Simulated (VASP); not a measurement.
Wanted: the native input for a VASP 6.6.1 run.

```
Task                   : single point
Functional             : LDA
Potentials or basis    : VASP PAW LDA potentials, release 64 (Te, As)
Cutoff                 : 520 eV
k mesh                 : 13 × 13 × 13
Occupations            : fermi-dirac, width 0.02 eV
Spin                   : no spin polarisation
Dipole correction      : no
Further INCAR settings : ALGO = Normal; EDIFF = 1e-06; NBANDS = 12
```

The structure of TeAs lies in POSCAR:

```
TeAs
1.0
    3.5323321696      0.0000000000      0.0000000000
    0.0000000000      3.5323321696      0.0000000000
    0.0000000000      0.0000000000      3.5323321696
Te As
1 1
Direct
    0.0000000000      0.0000000000      0.0000000000
    0.5000000000      0.5000000000      0.5000000000
```

These files were run (other wordings do the same):

INCAR

```
  PREC = Accurate
  ENCUT = 520
  EDIFF = 1E-6
  ISMEAR = -1
  SIGMA = 0.02
  LREAL = False
  LASPH = True
  NELM = 80
  ALGO = Normal
  ISIF = 2
  LWAVE = False
  LCHARG = True
  GGA = CA
  LELF = True
  LVHAR = True
  NBANDS = 12
```

KPOINTS

```
Automatic mesh
0
Gamma
  13 13 13
```

Potentials or basis: VASP PAW LDA potentials, release 64 (Te, As).

Launch:

```console
$ cat potpaw_LDA.64/Te/POTCAR potpaw_LDA.64/As/POTCAR > POTCAR
$ mpirun -np 1 vasp_std > vasp.out
```

It gave:

```
Pressure : 0.1 GPa
```

Wall time 23 s on 1 thread of Intel(R) Xeon(R) Platinum 8259CL CPU @ 2.50GHz (Skylake/Cascade Lake), with other jobs on the host, peak memory 0.17 GiB.
